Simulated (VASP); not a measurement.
Here is a VASP 6.6.1 calculation.

INCAR

```
  PREC = Accurate
  ENCUT = 520
  EDIFF = 1E-6
  ISMEAR = 0
  SIGMA = 0.15
  LREAL = False
  LASPH = True
  NELM = 60
  ALGO = Normal
  ISIF = 2
  LWAVE = False
  LCHARG = False
  GGA = PE
  NBANDS = 16
```

The input KPOINTS:

```
regular mesh
0
Gamma
  16 16 16
```

File POSCAR:

```
InSb
1.0
   -3.0074500000      3.0074500000      1.8119000000
    3.0074500000     -3.0074500000      1.8119000000
    3.0074500000      3.0074500000     -1.8119000000
In Sb
1 1
Direct
    0.2500000000      0.7500000000      0.5000000000
    0.0000000000      0.0000000000      0.0000000000
```

Potentials or basis: VASP PAW PBE potentials, release 64 (In_d, Sb).

Command:

```console
$ cat potpaw_PBE.64/In_d/POTCAR potpaw_PBE.64/Sb/POTCAR > POTCAR
$ mpirun -np 1 vasp_std > vasp.out
```

(1) Predict the pressure.

(2) Predict the band gap on the k mesh.

## Answers

(1) -4.2 GPa.

(2) zero (bands 9 and 10 overlap by 3.82 eV).

Caveat: the cell stands under tension; spin-orbit coupling is left out, which moves the levels of the heavy elements.
